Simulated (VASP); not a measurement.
# GaGe3 (Fm-3m) in VASP: further runs, part 2 of 2

VASP 6.6.1.

**3. Single point, PBE**

This run uses another cell than the first one, of 17.52 Å³/atom, 1.051 times its volume.

The input, INCAR:

```
SYSTEM = GaGe3
PREC = Accurate
ENCUT = 520
EDIFF = 1E-6
ISMEAR = 1
SIGMA = 0.1
LREAL = .False.
LASPH = .True.
NELM = 80
ALGO = Normal
ISIF = 2
LWAVE = .False.
LCHARG = .False.
GGA = PE
NBANDS = 36
```

The input, KPOINTS:

```
Automatic mesh
0
Gamma
  5 5 5
  0 0 0
```

The input, POSCAR:

```
GaGe3
1.0
    0.0000000000      3.2721281318      3.2721281318
    3.2721281318      0.0000000000      3.2721281318
    3.2721281318      3.2721281318      0.0000000000
Ga Ge
1 3
Direct
    0.0000000000      0.0000000000      0.0000000000
    0.2500000000      0.2500000000      0.2500000000
    0.7500000000      0.7500000000      0.7500000000
    0.5000000000      0.5000000000      0.5000000000
```

Potentials or basis: VASP PAW PBE potentials, release 64 (Ga_d, Ge_d).

Command:

```sh
> cat potpaw_PBE.64/Ga_d/POTCAR potpaw_PBE.64/Ge_d/POTCAR > POTCAR
> mpirun -np 1 vasp_std > vasp.out
```

OUTCAR:

```text
SYSTEM = GaGe3
   PREC = Accurate
   ENCUT = 520
   EDIFF = 1E-6
   ISMEAR = 1
   LREAL = .False.
   LASPH = .True.
   NELM = 80
   ISIF = 2
   GGA = PE

 ion  position               nearest neighbor table
   1  0.000  0.000  0.000-   3 2.83   3 2.83   3 2.83   2 2.83   2 2.83   2 2.83   3 2.83   2 2.83

   2  0.250  0.250  0.250-   1 2.83   1 2.83   1 2.83   4 2.83   4 2.83   4 2.83   4 2.83   1 2.83

   3  0.750  0.750  0.750-   4 2.83   4 2.83   4 2.83   1 2.83   1 2.83   1 2.83   4 2.83   1 2.83

   4  0.500  0.500  0.500-   2 2.83   2 2.83   2 2.83   3 2.83   3 2.83   3 2.83   3 2.83   2 2.83

  LATTYP: Found a face centered cubic cell.
 ALAT       =     6.5442562636

  Lattice vectors:

 A1 = (   0.0000000000,   3.2721281318,   3.2721281318)
 A2 = (   3.2721281318,   0.0000000000,   3.2721281318)
 A3 = (   3.2721281318,   3.2721281318,   0.0000000000)

Analysis of symmetry for initial positions (statically):
=====================================================================
 Subroutine PRICEL returns:
 Original cell was already a primitive cell.

 Routine SETGRP: Setting up the symmetry group for a
 face centered cubic supercell.

 Subroutine GETGRP returns: Found 48 space group operations
 (whereof 48 operations were pure point group operations)
 out of a pool of 48 trial point group operations.

The static configuration has the point symmetry O_h .

Analysis of symmetry for dynamics (positions and initial velocities):
=====================================================================
 Subroutine PRICEL returns:
 Original cell was already a primitive cell.

 Routine SETGRP: Setting up the symmetry group for a
 face centered cubic supercell.

 Subroutine GETGRP returns: Found 48 space group operations
 (whereof 48 operations were pure point group operations)
 out of a pool of 48 trial point group operations.

[... 106 lines left out ...]
   IALGO  =     38    algorithm
   IMIX   =      4    mixing-type and parameters
     AMIX     =   0.40;   BMIX     =  1.00
     AMIX_MAG =   1.60;   BMIX_MAG =  1.00
  volume/ion in A,a.u.               =      17.52       118.21
  Fermi-wavevector in a.u.,A,eV,Ry     =   1.510157  2.853783 31.029094  2.280574
  Thomas-Fermi vector in A             =   2.620384
   LORBIT       =      0    0 simple, 1 ext, 2 COOP (PROOUT), +10 PAW based schemes
   GGA     = PE    functional components
   LHFCALC =     F    Hartree Fock is set to
   AEXX    =    0.0000 exact exchange contribution
   IVDW    =     0    specifies the selected vdW correction
   LEPSILON=     F    determine dielectric tensor
   LRPA    =     F    only Hartree local field effects (RPA)
 non-spin polarized calculation
 Methfessel and Paxton  Order N= 1 SIGMA  =   0.10
  energy-cutoff  :      520.00
  volume of cell :       70.07
 maximum number of plane-waves:      1917
 NGX is ok and might be reduce to    36
   NGX = 17   NGY = 17   NGZ = 17

 number of electron      54.9999955 magnetization

 Free energy of the ion-electron system (eV)
  ---------------------------------------------------
  ext. energy  EPLUGINS =         0.00000000
  ---------------------------------------------------
  free energy    TOTEN  =       -15.24640068 eV

  energy without entropy =      -15.25005211  energy(sigma->0) =      -15.24761782

 E-fermi :   7.5690     XC(G=0): -11.6153

 val. band max:        7.4392677891   @ k =   0.4000   0.2000   0.0000
 cond. band min:       7.5912741989   @ k =   0.2000   0.2000   0.0000
 fundamental gap:      0.1520064098
 Fermi energy:         7.5689775403

 k-point     1 :       0.0000    0.0000    0.0000
  band No.  band energies     occupation
      1     -17.5359      2.00000
      2     -17.5359      2.00000
      3     -17.5359      2.00000
      4     -17.5351      2.00000
      5     -17.5351      2.00000
      6     -17.4756      2.00000
[... 379 lines left out ...]
     35      14.5976      0.00000
     36      14.9554      0.00000

------------------------ aborting loop because EDIFF is reached ----------------------------------------

  FORCE on cell =-STRESS in cart. coord.  units (eV):
  Direction    XX          YY          ZZ          XY          YZ          ZX
  --------------------------------------------------------------------------------------
  -------------------------------------------------------------------------------------
  Total        2.2822567      2.2822567      2.2822567     -0.0000000      0.0000000      0.0000000
  in kB       52.1860196     52.1860196     52.1860196     -0.0000000      0.0000000      0.0000000
  external PRESSURE =      52.1860196 kB  Pullay stress =       0.0000000 kB

 VOLUME and BASIS-vectors are now :
 -----------------------------------------------------------------------------
  energy-cutoff  :      520.00
  volume of cell :       70.07
      direct lattice vectors                 reciprocal lattice vectors
     0.000000000  3.272128132  3.272128132    -0.152805752  0.152805752  0.152805752
     3.272128132  0.000000000  3.272128132     0.152805752 -0.152805752  0.152805752
     3.272128132  3.272128132  0.000000000     0.152805752  0.152805752 -0.152805752

 POSITION                                       TOTAL-FORCE (eV/Angst)
 -----------------------------------------------------------------------------------
      0.00000      0.00000      0.00000        -0.000000      0.000000     -0.000000
      1.63606      1.63606      1.63606         0.000000     -0.000000     -0.000000
      4.90819      4.90819      4.90819        -0.000000     -0.000000      0.000000
      3.27213      3.27213      3.27213        -0.000000      0.000000      0.000000
 -----------------------------------------------------------------------------------
    total drift:                                0.000000      0.000000      0.000000

  FREE ENERGIE OF THE ION-ELECTRON SYSTEM (eV)
  ---------------------------------------------------
  free  energy   TOTEN  =       -15.2464006803 eV

  energy  without entropy=      -15.2500521081  energy(sigma->0) =      -15.24761782
```

stdout:

```text
POSCAR found type information on POSCAR GaGe
 POSCAR found :  2 types and       4 ions
 scaLAPACK will be used
 LDA part: xc-table for (Slater+PW92), standard interpolation
 POSCAR, INCAR and KPOINTS ok, starting setup
 FFT: planning ... GRIDC
 FFT: planning ... GRID_SOFT
 FFT: planning ... GRID
 WAVECAR not read
 entering main loop
```

Wall time 21 s (1 thread of AMD EPYC 7R13 (Zen 3), shared host); peak memory 0.17 GiB.

What came out:

```
Free energy : -15.2464 eV
Pressure    : 5.2 GPa
```

**4. Single point, PBE**

This run uses another cell than the first one, of 18.19 Å³/atom, 1.091 times its volume.

The input, INCAR:

```
SYSTEM = GaGe3
ALGO = Normal ; EDIFF = 1E-6
ENCUT = 520 ; GGA = PE
ISIF = 2 ; ISMEAR = 1
LASPH = .TRUE. ; LCHARG = .TRUE.
LELF = .TRUE. ; LREAL = .FALSE.
LVHAR = .TRUE. ; LWAVE = .FALSE.
NBANDS = 36 ; NELM = 100
PREC = Accurate ; SIGMA = 0.1
```

The input, KPOINTS:

```
k-points
0
G
  5 5 5
  0 0 0
```

The input, POSCAR:

```
GaGe3
1.0
    0.0000000000      3.3136057472      3.3136057472
    3.3136057472      0.0000000000      3.3136057472
    3.3136057472      3.3136057472      0.0000000000
Ga Ge
1 3
Direct
    0.0000000000      0.0000000000      0.0000000000
    0.2500000000      0.2500000000      0.2500000000
    0.7500000000      0.7500000000      0.7500000000
    0.5000000000      0.5000000000      0.5000000000
```

Command:

```sh
> cat potpaw_PBE.64/Ga_d/POTCAR potpaw_PBE.64/Ge_d/POTCAR > POTCAR
> mpirun -np 1 vasp_std > vasp.out
```

It took 24 s on 1 thread of AMD EPYC 7R13 (Zen 3), shared host; peak memory 0.17 GiB.

Results (log left out):

* Free energy: -15.3068 eV
* Pressure: 1.8 GPa

Levels at points of the mesh, in eV from the Fermi level:
```tsv
k point	band 24	band 25	band 26	band 27	band 28	band 29	band 30	band 31	band 32	band 33
(0.00, 0.00, 0.00)	-2.02	-2.02	-2.02	-1.73	-1.73	-1.73	-1.07	-0.08	-0.08	-0.08
```

**5. Single point, PBE**

This run uses another cell than the first one, of 18.74 Å³/atom, 1.124 times its volume.

The input, INCAR:

```
SYSTEM = GaGe3
ALGO = Normal
EDIFF = 1E-6
ENCUT = 520
GGA = PE
ISIF = 2
ISMEAR = 1
LASPH = .TRUE.
LCHARG = .TRUE.
LELF = .TRUE.
LREAL = .FALSE.
LVHAR = .TRUE.
LWAVE = .FALSE.
NBANDS = 36
NELM = 60
PREC = Accurate
SIGMA = 0.1
```

KPOINTS is that of step 4.

The input, POSCAR:

```
GaGe3
1.0
    0.0000000000      3.3465330882      3.3465330882
    3.3465330882      0.0000000000      3.3465330882
    3.3465330882      3.3465330882      0.0000000000
Ga Ge
1 3
Direct
    0.0000000000      0.0000000000      0.0000000000
    0.2500000000      0.2500000000      0.2500000000
    0.7500000000      0.7500000000      0.7500000000
    0.5000000000      0.5000000000      0.5000000000
```

Command:

```sh
> cat potpaw_PBE.64/Ga_d/POTCAR potpaw_PBE.64/Ge_d/POTCAR > POTCAR
> mpirun -np 1 vasp_std > vasp.out
```

Wall time 30 s (1 thread of AMD EPYC 7R13 (Zen 3), shared host); peak memory 0.18 GiB.

Results (log left out):

```
Free energy : -15.3213 eV
Pressure    : 0.0 GPa
```

Levels at points of the mesh, in eV from the Fermi level:
| k point | band 24 | band 25 | band 26 | band 27 | band 28 | band 29 | band 30 | band 31 | band 32 | band 33 |
| --- | --- | --- | --- | --- | --- | --- | --- | --- | --- | --- |
| (0.00, 0.00, 0.00) | -1.95 | -1.95 | -1.95 | -1.66 | -1.66 | -1.66 | -1.28 | -0.07 | -0.07 | -0.07 |

**6. The runs side by side**

| cell | gap on the mesh (eV) | pressure (GPa) |
| --- | --- | --- |
| a = 4.552 Å, angles 60.0°, 4 atoms | none | 10.2 |
| a = 4.627 Å, angles 60.0°, 4 atoms | none | 5.2 |
| a = 4.686 Å, angles 60.0°, 4 atoms | none | 1.8 |
| a = 4.733 Å, angles 60.0°, 4 atoms | none | 0.0 |

Alike in all rows: task single point; level PBE; potentials or basis VASP PAW PBE potentials, release 64 (Ga_d, Ge_d); no spin polarisation; k mesh 5 × 5 × 5; cutoff (eV) 520; smearing methfessel-paxton 0.1 eV.

Total energies depend on the potentials used, so only differences within one code and one set of settings carry meaning.
